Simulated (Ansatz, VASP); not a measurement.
**BeS in VASP and in Ansatz**

The input POSCAR:

```
BeS
1.0
    0.0000000000      2.4250000000      2.4250000000
    2.4250000000      0.0000000000      2.4250000000
    2.4250000000      2.4250000000      0.0000000000
S Be
1 1
Direct
    0.7500000000      0.7500000000      0.7500000000
    0.0000000000      0.0000000000      0.0000000000
```

Contents of INCAR.step1:

```
ALGO     = Normal         # electronic algorithm
EDIFF    = 1E-4           # SCF threshold, eV
ENCUT    = 520            # plane-wave cutoff, eV
GGA      = PE             # functional
ISMEAR   = -1             # smearing method
LASPH    = True           # aspherical terms in the spheres
LCHARG   = False          # write CHGCAR
LREAL    = False          # projectors in reciprocal space
LWAVE    = True           # write WAVECAR
NBANDS   = 11             # bands
NELM     = 100            # most SCF steps
PREC     = Accurate       # precision mode
SIGMA    = 0.05           # smearing width, eV
```

Contents of INCAR.step2:

```
ALGO     = Normal         # electronic algorithm
EDIFF    = 1E-6           # SCF threshold, eV
ENCUT    = 520            # plane-wave cutoff, eV
ISIF     = 2              # what is computed and relaxed
ISMEAR   = -1             # smearing method
ISTART   = 1            
LASPH    = True           # aspherical terms in the spheres
LCHARG   = False          # write CHGCAR
LMIXTAU  = True         
LREAL    = False          # projectors in reciprocal space
LWAVE    = False          # write WAVECAR
METAGGA  = R2SCAN         # meta-GGA
NBANDS   = 11             # bands
NELM     = 100            # most SCF steps
PREC     = Accurate       # precision mode
SIGMA    = 0.05           # smearing width, eV
```

The input KPOINTS:

```
k-points
0
Gamma
  9 9 9
```

Contents of input.yaml:

```yaml
crystal:
  lattice:
    - [0.0, 2.425, 2.425]
    - [2.425, 0.0, 2.425]
    - [2.425, 2.425, 0.0]
  atoms:
    - { symbol: S, position: [0.75, 0.75, 0.75] }
    - { symbol: Be, position: [0.0, 0.0, 0.0] }
hamiltonian:
  xc: r2scan
  pseudopotentials: { kind: paw }
kpoints:
  mp_grid: { grid: [9, 9, 9] }
scf:
  occupations: { method: fermi_dirac, width: 0.05 }
output:
  forces: true
  stress: true
  eigenvalues: true
```

Alike in both runs: task single point; functional r2SCAN; k mesh 9 × 9 × 9; occupations fermi-dirac, width 0.05 eV; no spin polarisation.

```csv
,VASP,Ansatz
version,VASP 6.6.1,Ansatz 0.2.0
potentials or method,"VASP PAW PBE potentials, release 64 (S, Be)",Ansatz PAW
plane-wave cutoff (eV),520,500
valence electrons in the cell,8,8
```

```tsv
	VASP	Ansatz	Ansatz less VASP
gap on the k mesh at the Fermi level (eV)	3.67	3.66	-0.010
least direct gap on the mesh (eV)	6.26	6.23	-0.030
pressure (GPa)	1.4	1.1	-0.28
```

VASP's potentials were made for PBE, not for r2SCAN. The functional is the same, so the differences come from potentials, cutoffs and numerics.

Noted on Ansatz's run: odd divisions of the mesh miss points on the zone boundary, where band edges often lie, so the gap on the mesh can be too wide.
